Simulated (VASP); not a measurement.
Write the native input for VASP 6.6.1 that does the following.

```yaml
Task: single point
Functional: PBE
Dispersion: D3(BJ)
Potentials_or_basis: VASP PAW PBE potentials, release 64 (Te, Mo_sv)
Cutoff: 520 eV
k_mesh: 9 × 9 × 1
Occupations: gaussian, width 0.05 eV
Spin: no spin polarisation
Dipole_correction: yes
Further_INCAR_settings: ALGO = Normal; EDIFF = 1e-06; NBANDS = 35
```

The structure of Te2Mo lies in POSCAR:

```
Te2Mo
1.0
    3.5038817216      0.0000000000      0.0000000000
   -1.7519408608      3.0344505828      0.0000000000
    0.0000000000      0.0000000000     24.7677194079
Te Mo
4 2
Direct
    0.3333333333      0.6666666667      0.1816881048
    0.3333333333      0.6666666667      0.3284056788
    0.6666666667      0.8333333333      0.4911174704
    0.6666666667      0.8333333333      0.6378350444
    0.6666666667      0.3333333333      0.2550468918
    0.3333333333      1.1666666667      0.5644762574
```

This cell differs from its parent crystal: layers slid over each other.

One way to write it, as run:

INCAR

```
SYSTEM = Te2Mo
PREC     = Accurate       ! precision mode
ENCUT    = 520            ! plane-wave cutoff, eV
EDIFF    = 1E-6           ! SCF threshold, eV
ISMEAR   = 0              ! smearing method
SIGMA    = 0.05           ! smearing width, eV
LREAL    = .FALSE.        ! projectors in reciprocal space
LASPH    = .TRUE.         ! aspherical terms in the spheres
NELM     = 80             ! most SCF steps
ALGO     = Normal         ! electronic algorithm
ISIF     = 2              ! what is computed and relaxed
LWAVE    = .FALSE.        ! write WAVECAR
LCHARG   = .FALSE.        ! write CHGCAR
LDIPOL   = .TRUE.       
IDIPOL   = 3            
DIPOL    = 0.5 0.5 0.410
GGA      = PE             ! functional
IVDW     = 12             ! dispersion correction
NBANDS   = 35             ! bands
```

KPOINTS

```
Automatic mesh
0
G
  9 9 1
  0 0 0
```

Potentials or basis: VASP PAW PBE potentials, release 64 (Te, Mo_sv).

The run is started by

```console
$ cat potpaw_PBE.64/Te/POTCAR potpaw_PBE.64/Mo_sv/POTCAR > POTCAR
$ mpirun -np 1 vasp_std > vasp.out
```

It gave:

| Property | Result |
| --- | --- |
| Largest force | 0.084 eV/Å |
| Band gap on the k mesh | 1.17 eV (least direct gap 1.18 eV) |
| Dispersion energy per atom | -0.447 eV |

Caveat: the cell differs from its parent crystal (layers slid over each other); spin-orbit coupling is left out, which moves the levels of the heavy elements.

Run time: 2.8 min on 1 thread of Intel(R) Xeon(R) 6975P-C (Granite Rapids), on a shared host, peak memory 0.48 GiB.
